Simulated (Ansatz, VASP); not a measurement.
# CdS: VASP beside Ansatz

```
CELL_PARAMETERS angstrom
0.00000 2.96348 2.96348
2.96348 0.00000 2.96348
2.96348 2.96348 0.00000
ATOMIC_POSITIONS crystal
Cd 0.00000 0.00000 0.00000
S 0.25000 0.25000 0.25000
```

Alike in both runs: functional PBE; k mesh 8 × 8 × 8; occupations gaussian, width 0.02 eV; no spin polarisation.

Ansatz relaxed the structure, and its values are those at the end. VASP's run is a single point on that final structure, the one shown.

|  | VASP | Ansatz |
| --- | --- | --- |
| version | VASP 6.6.1 | Ansatz 0.2.0 |
| potentials or method | VASP PAW PBE potentials, release 64 (Cd, S), cutoff 500 eV | scalar-relativistic, plane waves, PAW |
| valence electrons in the cell | 18 | 26 |

VASP gave:

```
gap on the k mesh at the Fermi level (eV) : 1.04
least direct gap on the mesh (eV)         : 1.04
pressure (GPa)                            : 0.3
```

Problem. What did Ansatz give for the same quantities?

Solution. gap on the k mesh at the Fermi level (eV): 1.04; least direct gap on the mesh (eV): 1.04; pressure (GPa): 0.0.

With one functional, cell and mesh, what is left measures potentials, basis and numerics. VASP's potentials hold 18 valence electrons a cell and Ansatz's 26, so a difference there can come from the potentials and not from the codes.
